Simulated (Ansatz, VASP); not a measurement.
# Ti in VASP and in Ansatz

File INCAR:

```
  ALGO = Normal
  EDIFF = 1E-8
  ENCUT = 520
  GGA = PE
  ISIF = 2
  ISMEAR = -1
  LASPH = T
  LCHARG = F
  LEFG = T
  LREAL = F
  LWAVE = F
  NBANDS = 12
  NELM = 80
  PREC = Accurate
  SIGMA = 0.05
```

The input KPOINTS:

```
k-points
0
Gamma
  14 14 14
```

Contents of POSCAR:

```
Ti
1.0
    0.0000000000      1.9889123197      1.9889123197
    1.9889123197      0.0000000000      1.9889123197
    1.9889123197      1.9889123197      0.0000000000
Ti
1
Direct
    0.0000000000      0.0000000000      0.0000000000
```

Input for Ansatz:

```yaml
crystal:
  lattice:
    - [0.0, 1.9889123197, 1.9889123197]
    - [1.9889123197, 0.0, 1.9889123197]
    - [1.9889123197, 1.9889123197, 0.0]
  atoms:
    - { symbol: Ti, position: [0.0, 0.0, 0.0] }
kpoints:
  mp_grid: { grid: [14, 14, 14] }
scf:
  occupations: { method: fermi_dirac, width: 0.05 }
hamiltonian:
  xc: pbe
  pseudopotentials: { kind: all_electron, datasets: crystal }
output:
  forces: true
  stress: true
  eigenvalues: true
  efg: { contact_densities: true }
```

Change from the starting cell: volume scaled by 0.9405, crystal datasets.

Alike in both runs: task electric field gradients; functional PBE; k mesh 14 × 14 × 14; occupations fermi-dirac, width 0.05 eV; no spin polarisation.

|  | VASP | Ansatz |
| --- | --- | --- |
| version | VASP 6.6.1 | Ansatz 0.2.0 |
| potentials or method | VASP PAW PBE potentials, release 64 (Ti_sv), cutoff 520 eV | all-electron PAW with datasets made for the crystal, scalar-relativistic |

|  | VASP | Ansatz | Ansatz less VASP |
| --- | --- | --- | --- |
| pressure (GPa) | 12.3 | 12.7 | +0.44 |

Ansatz ran all-electron here, and VASP with PAW potentials.
